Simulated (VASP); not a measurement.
# WC (P3m1) in VASP: notebook

The runs below take WC through single point, with PBE.

Program: VASP 6.6.1. These are calculated values, not measurements. Logs are shortened: lines on timing, memory, paths and dates and some standing lists are left out, and cuts for length are marked.

**1. The cell of the first run**

Symmetry: P3m1, No. 156, trigonal system. The conventional cell has a = 2.901 Å, b = 2.901 Å, c = 2.829 Å, α = 90.00°, β = 90.00°, γ = 120.00°. W (site symmetry 3m) has 6 C at 2.01 to 2.40 Å within 2.7 Å. C (site symmetry 3m) has 6 W at 2.01 to 2.40 Å within 2.7 Å.

**2. Single point, PBE (atom 1 (W) moved by (+0.000, -0.300) A along [1 1 0] and z)**

File INCAR:

```
SYSTEM = WC
ALGO     = Normal         ! electronic algorithm
EDIFF    = 1E-6           ! SCF threshold, eV
ENCUT    = 520            ! plane-wave cutoff, eV
GGA      = PE             ! functional
ISIF     = 2              ! what is computed and relaxed
ISMEAR   = 0              ! smearing method
LASPH    = .True.         ! aspherical terms in the spheres
LCHARG   = .False.        ! write CHGCAR
LREAL    = .False.        ! projectors in reciprocal space
LWAVE    = .False.        ! write WAVECAR
NBANDS   = 16             ! bands
NELM     = 80             ! most SCF steps
PREC     = Accurate       ! precision mode
SIGMA    = 0.15           ! smearing width, eV
```

File KPOINTS:

```
k-points
0
Gamma
  18 18 16
  0 0 0
```

File POSCAR:

```
WC
1.0
    2.9005014360      0.0000000000      0.0000000000
   -1.4502507180      2.5119079273      0.0000000000
    0.0000000000      0.0000000000      2.8290000000
W C
1 1
Direct
    0.0000000000      0.0000000000     -0.1060445387
    0.6666666667      0.3333333333      0.5000000000
```

Potentials or basis: VASP PAW PBE potentials, release 64 (W_sv, C).

Command:

```bash
$ cat potpaw_PBE.64/W_sv/POTCAR potpaw_PBE.64/C/POTCAR > POTCAR
$ mpirun -np 1 vasp_std > vasp.out
```

OUTCAR:

```text
SYSTEM = WC
   EDIFF = 1E-6
   ENCUT = 520
   GGA = PE
   ISIF = 2
   ISMEAR = 0
   LASPH = .True.
   LREAL = .False.
   NELM = 80
   PREC = Accurate

 ion  position               nearest neighbor table
   1  0.000  0.000  0.894-   2 2.01   2 2.01   2 2.01   2 2.40   2 2.40   2 2.40
   2  0.667  0.333  0.500-   1 2.01   1 2.01   1 2.01   1 2.40   1 2.40   1 2.40

  LATTYP: Found a hexagonal cell.
 ALAT       =     2.9005014360
 C/A-ratio  =     0.9753485949

  Lattice vectors:

 A1 = (   2.9005014360,   0.0000000000,   0.0000000000)
 A2 = (  -1.4502507180,   2.5119079273,   0.0000000000)
 A3 = (   0.0000000000,   0.0000000000,   2.8290000000)

Analysis of symmetry for initial positions (statically):
=====================================================================
 Subroutine PRICEL returns:
 Original cell was already a primitive cell.

 Routine SETGRP: Setting up the symmetry group for a
 hexagonal supercell.

 Subroutine GETGRP returns: Found  6 space group operations
 (whereof  6 operations were pure point group operations)
 out of a pool of 24 trial point group operations.

The static configuration has the point symmetry C_3v.

Analysis of symmetry for dynamics (positions and initial velocities):
=====================================================================
 Subroutine PRICEL returns:
 Original cell was already a primitive cell.

 Routine SETGRP: Setting up the symmetry group for a
 hexagonal supercell.

 Subroutine GETGRP returns: Found  6 space group operations
 (whereof  6 operations were pure point group operations)
 out of a pool of 24 trial point group operations.

The dynamic configuration has the point symmetry C_3v.

 Subroutine INISYM returns: Found  6 space group operations
 (whereof  6 operations are pure point group operations),
 and found     1 'primitive' translations

----------------------------------------------------------------------------------------

                                     Primitive cell

  volume of cell :      20.6115

  direct lattice vectors                    reciprocal lattice vectors
     2.900501436  0.000000000  0.000000000     0.344767973  0.199051882  0.000000000
    -1.450250718  2.511907927  0.000000000     0.000000000  0.398103764  0.000000000
     0.000000000  0.000000000  2.829000000     0.000000000  0.000000000  0.353481796

  length of vectors
     2.900501436  2.900501436  2.829000000     0.398103764  0.398103764  0.353481796

  position of ions in fractional coordinates (direct lattice)
     0.000000000  0.000000000  0.893955461
     0.666666667  0.333333333  0.500000000
[... 67 lines left out ...]
 SYSTEM =  WC
   PREC   = accura    normal or accurate (medium, high low for compatibility)
   ISTART =      0    job   : 0-new  1-cont  2-samecut
   ICHARG =      2    charge: 1-file 2-atom 10-const
   ISPIN  =      1    spin polarized calculation?
   LNONCOLLINEAR =      F non collinear calculations
   LSORBIT =      F    spin-orbit coupling
   LASPH  =      T    aspherical Exc in radial PAW
   ENCUT  =  520.0 eV  38.22 Ry    6.18 a.u.   5.39  5.39  5.26*2*pi/ulx,y,z
   NELM   =     80;   NELMIN=  2; NELMDL= -5     # of ELM steps
   EDIFF  = 0.1E-05   stopping-criterion for ELM
   LREAL  =      F    real-space projection
[... 7 lines left out ...]
   TEBEG  =    0.0;   TEEND  =   0.0 temperature during run
   PSTRESS=    0.0 pullay stress
   NELECT =      18.0000    total number of electrons
   NUPDOWN=      -1.0000    fix difference up-down
   EMIN   =  10.00;   EMAX   =-10.00  energy-range for DOS
   EFERMI =   0.00;   METHOD = LEGACY
   ISMEAR =     0;   SIGMA  =   0.15  broadening in eV -4-tet -1-fermi 0-gaus
   EFERMI_NEDOS =   21; number of points for ismear=-14 and -15
   IALGO  =     38    algorithm
   IMIX   =      4    mixing-type and parameters
     AMIX     =   0.40;   BMIX     =  1.00
     AMIX_MAG =   1.60;   BMIX_MAG =  1.00
  volume/ion in A,a.u.               =      10.31        69.55
  Fermi-wavevector in a.u.,A,eV,Ry     =   1.564813  2.957068 33.315762  2.448639
  Thomas-Fermi vector in A             =   2.667381
   LORBIT       =      0    0 simple, 1 ext, 2 COOP (PROOUT), +10 PAW based schemes
   GGA     = PE    functional components
   LHFCALC =     F    Hartree Fock is set to
   AEXX    =    0.0000 exact exchange contribution
   IVDW    =     0    specifies the selected vdW correction
   LEPSILON=     F    determine dielectric tensor
   LRPA    =     F    only Hartree local field effects (RPA)
 non-spin polarized calculation
 Gauss-broadening in eV      SIGMA  =   0.15
  energy-cutoff  :      520.00
  volume of cell :       20.61
 maximum number of plane-waves:       580
 NGX is ok and might be reduce to    24
   NGX = 11   NGY = 11   NGZ = 11

 number of electron      18.0000000 magnetization

 Free energy of the ion-electron system (eV)
  ---------------------------------------------------
  ext. energy  EPLUGINS =         0.00000000
  ---------------------------------------------------
  free energy    TOTEN  =       -21.71804182 eV

  energy without entropy =      -21.71438387  energy(sigma->0) =      -21.71621285

 E-fermi :  11.4012     XC(G=0): -13.7826

 val. band max:       11.3950063397   @ k =   0.0556   0.0000   0.3125
 cond. band min:      11.4090991512   @ k =   0.1111   0.0000   0.3125
 fundamental gap:      0.0140928115
 Fermi energy:        11.4011664127

 k-point     1 :       0.0000    0.0000    0.0000
  band No.  band energies     occupation
      1     -62.6644      2.00000
      2     -26.6730      2.00000
      3     -26.6121      2.00000
      4     -26.6121      2.00000
      5      -3.2961      2.00000
      6       5.9521      2.00000
[... 433 lines left out ...]
      3     -26.8752      2.00000
      4     -26.5574      2.00000
      5      -0.0752      2.00000
      6       4.2922      2.00000
[... 8 lines left out ...]
     15      25.6223      0.00000
     16      27.5927      0.00000

 [... further k-points ...]
[... 5 lines left out ...]
  --------------------------------------------------------------------------------------
  -------------------------------------------------------------------------------------
  Total        3.8104208      3.8104208      3.9901796      0.0000000     -0.0000000      0.0000000
  in kB      296.1923021    296.1923021    310.1653518      0.0000000     -0.0000000      0.0000000
  external PRESSURE =     300.8499853 kB  Pullay stress =       0.0000000 kB

 VOLUME and BASIS-vectors are now :
 -----------------------------------------------------------------------------
  energy-cutoff  :      520.00
  volume of cell :       20.61
      direct lattice vectors                 reciprocal lattice vectors
     2.900501436  0.000000000  0.000000000     0.344767973  0.199051882  0.000000000
    -1.450250718  2.511907927  0.000000000     0.000000000  0.398103764  0.000000000
     0.000000000  0.000000000  2.829000000     0.000000000  0.000000000  0.353481796

 POSITION                                       TOTAL-FORCE (eV/Angst)
 -----------------------------------------------------------------------------------
      0.00000      0.00000      2.52900         0.000000      0.000000      5.065948
      1.45025      0.83730      1.41450        -0.000000      0.000000     -5.065948
 -----------------------------------------------------------------------------------
    total drift:                               -0.000000      0.000000     -0.000535

  FREE ENERGIE OF THE ION-ELECTRON SYSTEM (eV)
  ---------------------------------------------------
  free  energy   TOTEN  =       -21.7180418180 eV

  energy  without entropy=      -21.7143838739  energy(sigma->0) =      -21.71621285
```

It took 60 s on 1 thread of Intel Xeon 6975P-C, shared host; peak memory 0.29 GiB.

Results:

* Free energy: -21.7180 eV
* Pressure: 30.1 GPa
* Largest force: 5.066 eV/Å
* Band gap on the k mesh: zero (band 9 reaches 12.77 eV, above the bottom of band 10 at 10.97 eV)

Forces on the atoms (eV/Å):
```
W    0.000  0.000  5.066
C    0.000  0.000 -5.066
```

Levels at points of the mesh, in eV from the Fermi level:
```
           k point  band 6  band 7  band 8  band 9  band 10  band 11  band 12  band 13
(0.00, 0.00, 0.00)   -5.45   -4.16   -4.16    1.36     2.68     2.68     6.13     6.61
(0.50, 0.00, 0.00)   -7.22   -4.31   -2.79   -1.62     3.04     4.33     4.49     4.75
(0.00, 0.00, 0.50)   -8.54   -3.26   -3.26   -0.43    -0.43     4.19     5.08     5.08
(0.50, 0.00, 0.50)   -7.17   -4.68   -4.05    0.17     4.05     5.17     6.15     8.81
```

Caveat: the cell differs from its parent crystal (atom 1 (W) moved by (+0.000, -0.300) A along [1 1 0] and z); spin-orbit coupling is left out, which moves the levels of the heavy elements; forces of over 1 eV/Å act on the atoms, so gaps and moduli don't describe the material at rest.

**3. Single point, PBE (atom 1 (W) moved by (+0.000, -0.150) A along [1 1 0] and z)**

File INCAR:

```
SYSTEM = WC
ALGO = Normal
EDIFF = 1E-7
ENCUT = 520
GGA = PE
ISIF = 2
ISMEAR = 0
LASPH = .TRUE.
LCHARG = .FALSE.
LREAL = .FALSE.
LWAVE = .FALSE.
NBANDS = 16
NELM = 60
PREC = Accurate
SIGMA = 0.15
```

File KPOINTS:

```
k-points
0
G
  18 18 16
  0 0 0
```

Changes to POSCAR since step 2:

```diff
@@ -8,3 +8,3 @@
 Direct
-    0.0000000000      0.0000000000     -0.1060445387
+    0.0000000000      0.0000000000     -0.0530222694
     0.6666666667      0.3333333333      0.5000000000
```

Potentials or basis: VASP PAW PBE potentials, release 64 (W_sv, C).

Command:

```bash
$ cat potpaw_PBE.64/W_sv/POTCAR potpaw_PBE.64/C/POTCAR > POTCAR
$ mpirun -np 1 vasp_std > vasp.out
```

Wall time 85 s (1 thread of Intel Xeon 6975P-C, shared host); peak memory 0.29 GiB.

Results (log left out):

```yaml
Free_energy: -22.2667 eV
Pressure: 14.8 GPa
Largest_force: 2.298 eV/Å
Band_gap_on_the_k_mesh: zero (band 9 reaches 11.87 eV, above the bottom of band 10 at 10.73 eV)
```

Forces on the atoms (eV/Å):
```
W    0.000  0.000  2.298
C    0.000  0.000 -2.298
```

Stress tensor (GPa, compression positive):
```
13.91  0.00  0.00
 0.00 13.91  0.00
 0.00  0.00 16.62
```

Levels at points of the mesh, in eV from the Fermi level:
```csv
k point,band 7,band 8,band 9,band 10,band 11,band 12
"(0.00, 0.00, 0.00)",-3.56,-3.56,0.47,3.09,3.09,5.95
"(0.50, 0.00, 0.00)",-3.95,-3.24,-0.82,2.63,4.55,4.79
"(0.00, 0.00, 0.50)",-2.39,-2.39,-0.50,-0.50,3.84,4.69
"(0.50, 0.00, 0.50)",-4.43,-4.15,0.28,4.38,5.33,6.55
```

Caveat: the cell differs from its parent crystal (atom 1 (W) moved by (+0.000, -0.150) A along [1 1 0] and z); spin-orbit coupling is left out, which moves the levels of the heavy elements; forces of over 1 eV/Å act on the atoms, so gaps and moduli don't describe the material at rest.
